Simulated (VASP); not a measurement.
# Mo: relaxation of cell and atoms with PBE

Mo:

```xyz
1
Lattice="-1.5838 1.5838 1.5838 1.5838 -1.5838 1.5838 1.5838 1.5838 -1.5838" Properties=species:S:1:pos:R:3 pbc="T T T"
Mo    0.0000    0.0000    0.0000
```

| Item | Value |
| --- | --- |
| Program | VASP 6.6.1 |
| Task | relaxation of cell and atoms |
| Functional | PBE |
| Potentials or basis | VASP PAW PBE potentials, release 64 (Mo_sv) |
| Cutoff | 600 eV |
| k mesh | 12 × 12 × 12 |
| Occupations | fermi-dirac, width 0.05 eV |
| Spin | no spin polarisation |
| Target pressure | 5 GPa |
| Dipole correction | no |
| Further INCAR settings | ALGO = Fast; EDIFF = 1e-06; IBRION = 2; EDIFFG = -0.01; NSW = 60; ISIF = 3 |

```yaml
Relaxed_volume: 15.52 Å³/atom
Relaxed_cell: a = 2.721 Å, b = 2.721 Å, c = 2.721 Å, α = 109.47°, β = 109.47°, γ = 109.47°
Space_group_after_relaxing_to_0.05_Å: Im-3m (No. 229)
Energy_change_on_relaxing_the_enthalpy_is_what_falls: +4.0 meV/atom
Ionic_steps: 4
Pressure_after_relaxing: 5.0 GPa
Band_gap_on_the_k_mesh: zero (band 7 reaches 16.74 eV, above the bottom of band 8 at 11.34 eV)
```

Step by step:
```csv
step,energy change (eV),largest force (eV/Å),pressure (GPa),volume (Å³)
1,0.0000,0.0000,-1.44,15.89
2,0.1074,0.0000,28.20,14.47
3,0.0037,0.0000,4.84,15.52
4,0.0040,0.0000,5.01,15.52
```

Final structure:
```cif
data_structure
_symmetry_space_group_name_H-M 'P 1'
_symmetry_Int_Tables_number 1
_cell_length_a 2.7214
_cell_length_b 2.7214
_cell_length_c 2.7214
_cell_angle_alpha 109.471
_cell_angle_beta 109.471
_cell_angle_gamma 109.471
_cell_volume 15.52
loop_
_atom_site_label
_atom_site_type_symbol
_atom_site_fract_x
_atom_site_fract_y
_atom_site_fract_z
_atom_site_occupancy
Mo1 Mo 0.00000 0.00000 0.00000 1
```

Levels at points of the mesh, in eV from the Fermi level:
```csv
k point,band 4,band 5,band 6,band 7,band 8,band 9,band 10,band 11
"(0.00, 0.00, 0.00)",-34.48,-7.21,-1.33,-1.33,-1.33,1.72,1.72,14.89
"(0.50, 0.00, 0.00)",-34.49,-5.32,-3.39,1.70,1.76,2.39,4.85,12.03
"(0.50, 0.50, 0.50)",-35.47,-5.45,-5.45,4.07,4.07,4.07,9.17,9.17
```

Wall time 28 s on 1 thread of AMD EPYC 9R45 96-Core Processor (Zen 5) (shared host), peak memory 0.12 GiB.

Caveat: the cell is relaxed towards a set pressure, so the enthalpy falls and the energy may rise.
